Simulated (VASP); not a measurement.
Input of a VASP 6.6.1 run:

File INCAR:

```
  PREC = Accurate
  ENCUT = 520
  EDIFF = 1E-6
  ISMEAR = 0
  SIGMA = 0.15
  LREAL = False
  LASPH = True
  NELM = 100
  ALGO = Fast
  ISIF = 2
  LWAVE = False
  LCHARG = False
  GGA = PE
  NBANDS = 12
```

Contents of KPOINTS:

```
Automatic mesh
0
Gamma
  20 20 20
```

Contents of POSCAR:

```
Ti
1.0
   -1.7470044324      1.7470044324      1.7089995379
    1.7470044324     -1.7470044324      1.7089995379
    1.5082327826      1.5082327826     -1.7089995379
Ti
1
Direct
    0.0000000000      0.0000000000      0.0000000000
```

Potentials or basis: VASP PAW PBE potentials, release 64 (Ti_sv).

The run is started by

```console
$ cat potpaw_PBE.64/Ti_sv/POTCAR > POTCAR
$ mpirun -np 1 vasp_std > vasp.out
```

(1) Predict the band gap on the k mesh.

(2) Predict the pressure.

Answers

(1) zero (bands 6 and 7 overlap by 1.43 eV).

(2) -4.4 GPa.

Caveat: the cell differs from its parent crystal (engineering shear strain xy -0.1467, normal strain along z +0.0500); the cell stands under tension.
